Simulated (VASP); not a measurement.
Set up this calculation in VASP 6.6.1, as the native input.

```yaml
Task: single point
Functional: PBEsol
Dispersion: D4
Potentials_or_basis: VASP PAW PBE potentials, release 64 (Ce, Co, Br)
Cutoff: 520 eV
k_mesh: 3 × 3 × 3
Occupations: methfessel-paxton, width 0.001 eV
Spin: no spin polarisation
Dipole_correction: no
Further_INCAR_settings: ALGO = Normal; EDIFF = 1e-06; NBANDS = 42
```

The structure of Ce3CoBr3 lies in POSCAR:

```
Ce3CoBr3
1.0
    5.7212643753      0.0000000000      0.0000000000
    0.0000000000      5.7212643753      0.0000000000
    0.0000000000      0.0000000000      5.7212643753
Ce Co Br
3 1 3
Direct
    0.5000000000      0.5000000000      0.0000000000
    0.0000000000      0.5000000000      0.5000000000
    0.5000000000      0.0000000000      0.5000000000
    0.5000000000      0.5000000000      0.5000000000
    0.5000000000      0.0000000000      0.0000000000
    0.0000000000      0.5000000000      0.0000000000
    0.0000000000      0.0000000000      0.5000000000
```

One way to write it, as run:

INCAR

```
SYSTEM = Ce3CoBr3
ALGO     = Normal         ! electronic algorithm
EDIFF    = 1E-6           ! SCF threshold, eV
ENCUT    = 520            ! plane-wave cutoff, eV
GGA      = PS             ! functional
ISIF     = 2              ! what is computed and relaxed
ISMEAR   = 1              ! smearing method
IVDW     = 13             ! dispersion correction
LASPH    = .TRUE.         ! aspherical terms in the spheres
LCHARG   = .FALSE.        ! write CHGCAR
LREAL    = .FALSE.        ! projectors in reciprocal space
LWAVE    = .FALSE.        ! write WAVECAR
NBANDS   = 42             ! bands
NELM     = 100            ! most SCF steps
PREC     = Accurate       ! precision mode
SIGMA    = 0.001          ! smearing width, eV
```

KPOINTS

```
k-points
0
G
  3 3 3
  0 0 0
```

Potentials or basis: VASP PAW PBE potentials, release 64 (Ce, Co, Br).

Run with:

```sh
$ cat potpaw_PBE.64/Ce/POTCAR potpaw_PBE.64/Co/POTCAR potpaw_PBE.64/Br/POTCAR > POTCAR
$ mpirun -np 1 vasp_std > vasp.out
```

Results of the run:

The pressure is -0.1 GPa, the band gap on the k mesh is zero (bands 33 and 34 overlap by 0.15 eV) and the dispersion energy per atom is -0.187 eV.

Caveat: the k points lie up to 0.37 Å⁻¹ apart; the PAW data sets were made with another functional, which shifts forces and pressure a little; spin-orbit coupling is left out, which moves the levels of the heavy elements; the run has no spin polarisation, though such a crystal can be magnetic; semilocal functionals describe open f shells poorly, which spoils levels, moments and volumes.

Wall time 61 s on 1 thread of Intel(R) Xeon(R) Platinum 8488C (Sapphire Rapids), on a shared host, peak memory 0.34 GiB.
